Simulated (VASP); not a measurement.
# Rh (Fm-3m) in VASP: further runs

Runs on Rh. Level: PBE. Tasks: single point, relaxation of cell and atoms.

All numbers are computed with VASP 6.6.1; they aren't measurements. Logs are shortened: lines on timing, memory, paths and dates and some standing lists are left out, and cuts for length are marked.

### Step 1. The cell of the first run

The structure is cubic, space group Fm-3m (No. 225). Conventional cell: a = 3.830 Å, b = 3.830 Å, c = 3.830 Å, α = 90.00°, β = 90.00°, γ = 90.00°. Within 3.6 Å of Rh (site symmetry m-3m) lie 12 Rh at 2.71 Å.

### Step 2. Single point, PBE

File INCAR:

```
PREC = Accurate
ENCUT = 520
EDIFF = 1E-6
ISMEAR = 0
SIGMA = 0.1
LREAL = False
LASPH = True
NELM = 100
ALGO = Fast
ISIF = 2
LWAVE = False
LCHARG = False
GGA = PE
NBANDS = 14
```

File KPOINTS:

```
regular mesh
0
Gamma
  18 18 18
```

File POSCAR:

```
Rh
1.0
    0.0000000000      1.9149697011      1.9149697011
    1.9149697011      0.0000000000      1.9149697011
    1.9149697011      1.9149697011      0.0000000000
Rh
1
Direct
    0.0000000000      0.0000000000      0.0000000000
```

Potentials or basis: VASP PAW PBE potentials, release 64 (Rh_pv).

On the command line:

```
cat potpaw_PBE.64/Rh_pv/POTCAR > POTCAR
mpirun -np 1 vasp_std > vasp.out
```

OUTCAR:

```text
PREC = Accurate
   ENCUT = 520
   EDIFF = 1E-6
   ISMEAR = 0
   LREAL = False
   LASPH = True
   NELM = 100
   ISIF = 2
   GGA = PE

 ion  position               nearest neighbor table
   1  0.000  0.000  0.000-

  LATTYP: Found a face centered cubic cell.
 ALAT       =     3.8299394022

  Lattice vectors:

 A1 = (   0.0000000000,   1.9149697011,   1.9149697011)
 A2 = (   1.9149697011,   0.0000000000,   1.9149697011)
 A3 = (   1.9149697011,   1.9149697011,   0.0000000000)

Analysis of symmetry for initial positions (statically):
=====================================================================
 Subroutine PRICEL returns:
 Original cell was already a primitive cell.

 Routine SETGRP: Setting up the symmetry group for a
 face centered cubic supercell.

 Subroutine GETGRP returns: Found 48 space group operations
 (whereof 48 operations were pure point group operations)
 out of a pool of 48 trial point group operations.

The static configuration has the point symmetry O_h .

Analysis of symmetry for dynamics (positions and initial velocities):
=====================================================================
 Subroutine PRICEL returns:
 Original cell was already a primitive cell.

 Routine SETGRP: Setting up the symmetry group for a
 face centered cubic supercell.

 Subroutine GETGRP returns: Found 48 space group operations
 (whereof 48 operations were pure point group operations)
 out of a pool of 48 trial point group operations.

The dynamic configuration has the point symmetry O_h .

 Subroutine INISYM returns: Found 48 space group operations
 (whereof 48 operations are pure point group operations),
 and found     1 'primitive' translations

----------------------------------------------------------------------------------------

                                     Primitive cell

  volume of cell :      14.0448

  direct lattice vectors                    reciprocal lattice vectors
     0.000000000  1.914969701  1.914969701    -0.261100737  0.261100737  0.261100737
     1.914969701  0.000000000  1.914969701     0.261100737 -0.261100737  0.261100737
     1.914969701  1.914969701  0.000000000     0.261100737  0.261100737 -0.261100737

  length of vectors
     2.708176123  2.708176123  2.708176123     0.452239742  0.452239742  0.452239742

  position of ions in fractional coordinates (direct lattice)
     0.000000000  0.000000000  0.000000000

  ion indices of the primitive-cell ions
   primitive index   ion index
                 1           1

----------------------------------------------------------------------------------------

 KPOINTS: regular mesh

Automatic generation of k-mesh.
 Grid dimensions read from file:
 generate k-points for:   18   18   18

 Generating k-lattice:

  Cartesian coordinates                     Fractional coordinates (reciprocal lattice)
    -0.014505596  0.014505596  0.014505596     0.055555556  0.000000000  0.000000000
     0.014505596 -0.014505596  0.014505596     0.000000000  0.055555556  0.000000000
     0.014505596  0.014505596 -0.014505596     0.000000000  0.000000000  0.055555556

  Length of vectors
     0.025124430  0.025124430  0.025124430

  Shift w.r.t. Gamma in fractional coordinates (k-lattice)
     0.000000000  0.000000000  0.000000000

 Subroutine IBZKPT returns following result:
 ===========================================

 Found    195 irreducible k-points:

 Following reciprocal coordinates:
            Coordinates               Weight
  0.000000  0.000000  0.000000      1.000000
  0.055556  0.000000  0.000000      8.000000
  0.111111  0.000000  0.000000      8.000000
  0.166667  0.000000  0.000000      8.000000
  0.222222  0.000000  0.000000      8.000000
  0.277778  0.000000  0.000000      8.000000
[... 16 lines left out ...]
 -0.277778  0.055556  0.000000     24.000000
 -0.222222  0.055556  0.000000     24.000000
 [... further k-points ...]
   k-points           NKPTS =    195   k-points in BZ     NKDIM =    195   number of bands    NBANDS=     14
   number of dos      NEDOS =    301   number of ions     NIONS =      1
   total plane-waves  NPLWV =   8000
   dimension x,y,z NGX =    20 NGY =   20 NGZ =   20
   dimension x,y,z NGXF=    40 NGYF=   40 NGZF=   40
   ions per type =               1
   NGX,Y,Z   is equivalent  to a cutoff of  12.28, 12.28, 12.28 a.u.
   NGXF,Y,Z  is equivalent  to a cutoff of  24.55, 24.55, 24.55 a.u.
 SYSTEM =  unknown system
   PREC   = accura    normal or accurate (medium, high low for compatibility)
   ISTART =      0    job   : 0-new  1-cont  2-samecut
   ICHARG =      2    charge: 1-file 2-atom 10-const
   ISPIN  =      1    spin polarized calculation?
   LNONCOLLINEAR =      F non collinear calculations
   LSORBIT =      F    spin-orbit coupling
   LASPH  =      T    aspherical Exc in radial PAW
   ENCUT  =  520.0 eV  38.22 Ry    6.18 a.u.   5.04  5.04  5.04*2*pi/ulx,y,z
   NELM   =    100;   NELMIN=  2; NELMDL= -5     # of ELM steps
   EDIFF  = 0.1E-05   stopping-criterion for ELM
   LREAL  =      F    real-space projection
[... 7 lines left out ...]
   TEBEG  =    0.0;   TEEND  =   0.0 temperature during run
   PSTRESS=    0.0 pullay stress
   NELECT =      15.0000    total number of electrons
   NUPDOWN=      -1.0000    fix difference up-down
   EMIN   =  10.00;   EMAX   =-10.00  energy-range for DOS
   EFERMI =   0.00;   METHOD = LEGACY
   ISMEAR =     0;   SIGMA  =   0.10  broadening in eV -4-tet -1-fermi 0-gaus
   EFERMI_NEDOS =   21; number of points for ismear=-14 and -15
   IALGO  =     68    algorithm
   IMIX   =      4    mixing-type and parameters
     AMIX     =   0.40;   BMIX     =  1.00
     AMIX_MAG =   1.60;   BMIX_MAG =  1.00
  volume/ion in A,a.u.               =      14.04        94.78
  Fermi-wavevector in a.u.,A,eV,Ry     =   1.673401  3.162269 38.099997  2.800271
  Thomas-Fermi vector in A             =   2.758379
   LORBIT       =      0    0 simple, 1 ext, 2 COOP (PROOUT), +10 PAW based schemes
   GGA     = PE    functional components
   LHFCALC =     F    Hartree Fock is set to
   AEXX    =    0.0000 exact exchange contribution
   IVDW    =     0    specifies the selected vdW correction
   LEPSILON=     F    determine dielectric tensor
   LRPA    =     F    only Hartree local field effects (RPA)
 non-spin polarized calculation
 RMM-DIIS sequential band-by-band and
 Gauss-broadening in eV      SIGMA  =   0.10
  energy-cutoff  :      520.00
  volume of cell :       14.04
 maximum number of plane-waves:       388
   NGX =  9   NGY =  9   NGZ =  9

 number of electron      15.0000003 magnetization

 Free energy of the ion-electron system (eV)
  ---------------------------------------------------
  ext. energy  EPLUGINS =         0.00000000
  ---------------------------------------------------
  free energy    TOTEN  =        -7.26168655 eV

  energy without entropy =       -7.25452269  energy(sigma->0) =       -7.25810462

 E-fermi :  11.5188     XC(G=0): -13.8954

 val. band max:       11.5186023962   @ k =   0.5000   0.3889   0.0556
 cond. band min:      11.5267144813   @ k =  -0.4444   0.3333   0.1667
 fundamental gap:      0.0081120851
 Fermi energy:        11.5187807373

 k-point     1 :       0.0000    0.0000    0.0000
  band No.  band energies     occupation
      1     -34.8320      2.00000
      2     -34.8320      2.00000
      3     -34.8320      2.00000
      4       3.7144      2.00000
      5       8.5360      2.00000
      6       8.5360      2.00000
      7       8.5360      2.00000
      8      10.5515      2.00000
      9      10.5515      2.00000
     10      27.5262      0.00000
     11      32.0994      0.00000
     12      32.8660      0.00000
     13      32.8660      0.00000
     14      32.8660      0.00000

 k-point     2 :       0.0556    0.0000    0.0000
  band No.  band energies     occupation
      1     -34.8532      2.00000
      2     -34.8349      2.00000
      3     -34.8349      2.00000
      4       3.8366      2.00000
      5       8.4825      2.00000
      6       8.5834      2.00000
      7       8.5834      2.00000
      8      10.5251      2.00000
      9      10.5251      2.00000
     10      27.6998      0.00000
     11      32.0898      0.00000
     12      32.1743      0.00000
     13      33.0411      0.00000
     14      33.0411      0.00000

 k-point     3 :       0.1111    0.0000    0.0000
  band No.  band energies     occupation
      1     -34.9139      2.00000
      2     -34.8432      2.00000
      3     -34.8432      2.00000
      4       4.1877      2.00000
      5       8.3487      2.00000
      6       8.7073      2.00000
      7       8.7073      2.00000
      8      10.4685      2.00000
      9      10.4685      2.00000
     10      28.1599      0.00000
     11      30.7116      0.00000
     12      32.0997      0.00000
     13      33.5487      0.00000
     14      33.5487      0.00000
[... 324 lines left out ...]
 k-point    23 :      -0.2778    0.0556    0.0000
  band No.  band energies     occupation
      1     -35.2733      2.00000
      2     -34.9161      2.00000
      3     -34.8864      2.00000
      4       5.7912      2.00000
      5       8.6653      2.00000
      6       8.8657      2.00000
      7       8.8762      2.00000
      8      10.7294      2.00000
      9      11.4630      1.57016
     10      25.0376      0.00000
     11      28.6982      0.00000
     12      32.0986      0.00000
     13      33.8736      0.00000
     14      36.4351      0.00000

 k-point    24 :      -0.2222    0.0556    0.0000
  band No.  band energies     occupation
      1     -35.1598      2.00000
      2     -34.8992      2.00000
      3     -34.8696      2.00000
      4       5.5236      2.00000
      5       8.2027      2.00000
      6       8.9156      2.00000
      7       8.9665      2.00000
      8      10.3697      2.00000
      9      11.0268      2.00000
     10      26.8252      0.00000
     11      29.1364      0.00000
     12      32.0987      0.00000
     13      34.1716      0.00000
     14      36.0368      0.00000

 [... further k-points ...]
[... 5 lines left out ...]
  --------------------------------------------------------------------------------------
  -------------------------------------------------------------------------------------
  Total       -0.0008334     -0.0008334     -0.0008334      0.0000000      0.0000000      0.0000000
  in kB       -0.0950658     -0.0950658     -0.0950658      0.0000000      0.0000000      0.0000000
  external PRESSURE =      -0.0950658 kB  Pullay stress =       0.0000000 kB

 VOLUME and BASIS-vectors are now :
 -----------------------------------------------------------------------------
  energy-cutoff  :      520.00
  volume of cell :       14.04
      direct lattice vectors                 reciprocal lattice vectors
     0.000000000  1.914969701  1.914969701    -0.261100737  0.261100737  0.261100737
     1.914969701  0.000000000  1.914969701     0.261100737 -0.261100737  0.261100737
     1.914969701  1.914969701  0.000000000     0.261100737  0.261100737 -0.261100737

 POSITION                                       TOTAL-FORCE (eV/Angst)
 -----------------------------------------------------------------------------------
      0.00000      0.00000      0.00000         0.000000      0.000000      0.000000
 -----------------------------------------------------------------------------------
    total drift:                                0.000000      0.000000      0.000000

  FREE ENERGIE OF THE ION-ELECTRON SYSTEM (eV)
  ---------------------------------------------------
  free  energy   TOTEN  =        -7.2616865470 eV

  energy  without entropy=       -7.2545226949  energy(sigma->0) =       -7.25810462
```

Wall time 18 s (1 thread of Intel Xeon Platinum 8488C (Sapphire Rapids), shared host); peak memory 0.15 GiB.

Results:

```
Free energy : -7.2617 eV
Pressure    : 0.0 GPa
```

Levels at points of the mesh, in eV from the Fermi level:
```tsv
k point	band 5	band 6	band 7	band 8	band 9	band 10
(0.00, 0.00, 0.00)	-2.98	-2.98	-2.98	-0.97	-0.97	16.01
(0.50, 0.00, 0.00)	-3.06	-3.06	0.54	0.54	0.76	8.42
(0.50, 0.50, 0.00)	-5.76	0.51	0.94	0.94	3.24	12.00
```

(Continued in part 2 of 2.)
